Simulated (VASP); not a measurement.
Here is a VASP 6.6.1 calculation.

File INCAR:

```
SYSTEM = Co
ALGO = Normal
EDIFF = 1E-6
ENCUT = 520
GGA = PE
ISIF = 2
ISMEAR = -1
LASPH = .True.
LCHARG = .False.
LREAL = .False.
LWAVE = .False.
NBANDS = 16
NELM = 100
PREC = Accurate
SIGMA = 0.1
```

KPOINTS

```
k-points
0
Gamma
  21 21 12
  0 0 0
```

Contents of POSCAR:

```
Co
1.0
    2.4583936733      0.0000000000      0.0000000000
   -1.2291968366      2.1290313736      0.0000000000
    0.0000000000      0.0000000000      3.9606917934
Co
2
Direct
    0.3333333333      0.6666666667      0.2500000000
    0.6666666667      0.3333333333      0.7500000000
```

Potentials or basis: VASP PAW PBE potentials, release 64 (Co).

The run is started by

```console
$ cat potpaw_PBE.64/Co/POTCAR > POTCAR
$ mpirun -np 1 vasp_std > vasp.out
```

Problem. What does it give for the pressure?

Solution. -0.7 GPa.

Problem. Predict the band gap on the k mesh.

Solution. Zero (band 9 reaches 11.23 eV, above the bottom of band 10 at 9.66 eV).

Stress tensor (GPa, compression positive):
```
-0.69  0.00  0.00
 0.00 -0.69  0.00
 0.00  0.00 -0.77
```

Caveat: the run has no spin polarisation, though such a crystal can be magnetic. Spin polarisation is off, so any magnetic state and its effect on volume and gap are missing.
